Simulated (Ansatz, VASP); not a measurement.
# Two plane-wave programs on Cd

```xyz
1
Lattice="-2.0029 2.0029 1.4161 2.0029 -2.0029 1.4161 2.0029 2.0029 -1.4161" Properties=species:S:1:pos:R:3 pbc="T T T"
Cd    0.0000    0.0000    0.0000
```

Alike in both runs: task single point; functional r2SCAN; k mesh 20 × 20 × 20; occupations gaussian, width 0.15 eV; no spin polarisation.

```csv
,VASP,Ansatz
version,VASP 6.6.1,Ansatz 0.2.0
potentials or method,"VASP PAW PBE potentials, release 64 (Cd), cutoff 520 eV","scalar-relativistic, plane waves, PAW"
valence electrons in the cell,12,20
```

|  | VASP | Ansatz | Ansatz less VASP |
| --- | --- | --- | --- |
| gap on the k mesh at the Fermi level (eV) | none | none | - |
| pressure (GPa) | 0.5 | 0.2 | -0.33 |
| traceless stress, the component that is largest in VASP (GPa) | 2.60 | 2.37 | -0.226 |

VASP's potentials were made for PBE, not for r2SCAN. A gap of «none» marks a metal or a gap that the smearing closes. VASP's potentials hold 12 valence electrons a cell and Ansatz's 20, so a difference there can come from the potentials and not from the codes.
